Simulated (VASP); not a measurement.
Wanted: the native input for a VASP 6.6.1 run.

```
Task                   : single point
Functional             : r2SCAN
Potentials or basis    : VASP PAW PBE potentials, release 64 (Pb_d, Te)
Cutoff                 : 520 eV
k mesh                 : 8 × 8 × 8
Occupations            : gaussian, width 0.01 eV
Spin                   : no spin polarisation
Dipole correction      : no
Further INCAR settings : ALGO = Normal; EDIFF = 1e-06; NBANDS = 17
```

Crystal: TePb.

```
Pb Te
1.0
     0.00000    3.33319    3.33319
     3.33319    0.00000    3.33319
     3.33319    3.33319    0.00000
Pb Te
1 1
Direct
  0.00000 0.00000 0.00000
  0.50000 0.50000 0.50000
```

This cell differs from its parent crystal: strain +2.0%.

One way to write it, as run:

POSCAR

```
TePb
1.0
    0.0000000000      3.3331935890      3.3331935890
    3.3331935890      0.0000000000      3.3331935890
    3.3331935890      3.3331935890      0.0000000000
Pb Te
1 1
Direct
    0.0000000000      0.0000000000      0.0000000000
    0.5000000000      0.5000000000      0.5000000000
```

INCAR.step1

```
SYSTEM = TePb
ALGO = Normal ; EDIFF = 1E-4
ENCUT = 520 ; GGA = PE
ISMEAR = 0 ; LASPH = .TRUE.
LCHARG = .FALSE. ; LREAL = .FALSE.
LWAVE = .TRUE. ; NBANDS = 17
NELM = 80 ; PREC = Accurate
SIGMA = 0.01
```

INCAR.step2

```
SYSTEM = TePb
ALGO = Normal ; EDIFF = 1E-6
ENCUT = 520 ; ISIF = 2
ISMEAR = 0 ; ISTART = 1
LASPH = .TRUE. ; LCHARG = .FALSE.
LMIXTAU = .TRUE. ; LREAL = .FALSE.
LWAVE = .FALSE. ; METAGGA = R2SCAN
NBANDS = 17 ; NELM = 80
PREC = Accurate ; SIGMA = 0.01
```

KPOINTS

```
k-points
0
G
  8 8 8
  0 0 0
```

Potentials or basis: VASP PAW PBE potentials, release 64 (Pb_d, Te).

Run with:

```sh
$ cat potpaw_PBE.64/Pb_d/POTCAR potpaw_PBE.64/Te/POTCAR > POTCAR
$ cp INCAR.step1 INCAR
$ mpirun -np 1 vasp_std > vasp.out
$ cp INCAR.step2 INCAR
$ mpirun -np 1 vasp_std > vasp.out
```

It gave:

```
Pressure               : -2.2 GPa
Band gap on the k mesh : 1.20 eV, direct
```

Caveat: the cell differs from its parent crystal (strain +2.0%); the PAW data sets were made with another functional, which shifts forces and pressure a little; spin-orbit coupling is left out, which moves the levels of the heavy elements.

It took 110 s on 1 thread of Intel(R) Xeon(R) Platinum 8488C (Sapphire Rapids), on a shared host, peak memory 0.23 GiB.
